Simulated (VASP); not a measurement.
Ta:

```
CELL_PARAMETERS angstrom
2.93854 0.00000 0.00000
-1.46927 2.54485 0.00000
0.00000 0.00000 5.23426
ATOMIC_POSITIONS crystal
Ta 0.33333 0.66667 0.25000
Ta 0.66667 0.33333 0.75000
```

Base run:

| Quantity | Value |
| --- | --- |
| Program | VASP 6.6.1 |
| Functional | PBE |
| Potentials or basis | VASP PAW PBE potentials, release 64 (Ta_pv) |
| Cutoff | 520 eV |
| k mesh | 11 × 11 × 5 |
| Occupations | fermi-dirac, width 0.05 eV |
| Spin | no spin polarisation |

Its results: band gap on the k mesh zero (band 11 reaches 6.07 eV, above the bottom of band 12 at 4.70 eV); pressure -7.7 GPa.

Question: After a change of settings the same cell gave: band gap on the k mesh zero (band 11 reaches 5.92 eV, above the bottom of band 12 at 4.55 eV); pressure -13.6 GPa. Which change was it?
A. further incar settings from ALGO = Fast; EDIFF = 1e-06; NBANDS = 18 to ALGO = Normal; EDIFF = 1e-07; NBANDS = 18
B. functional from PBE to PBEsol; further incar settings from ALGO = Fast; EDIFF = 1e-06; NBANDS = 18 to ALGO = Normal; EDIFF = 1e-06; NBANDS = 18
C. functional from PBE to r2SCAN; further incar settings from ALGO = Fast; EDIFF = 1e-06; NBANDS = 18 to ALGO = Normal; EDIFF = 1e-07; NBANDS = 18

Answer: B.

Caveats: spin-orbit coupling is left out, which moves the levels of the heavy elements; the PAW data sets were made with another functional, which shifts forces and pressure a little (some runs).
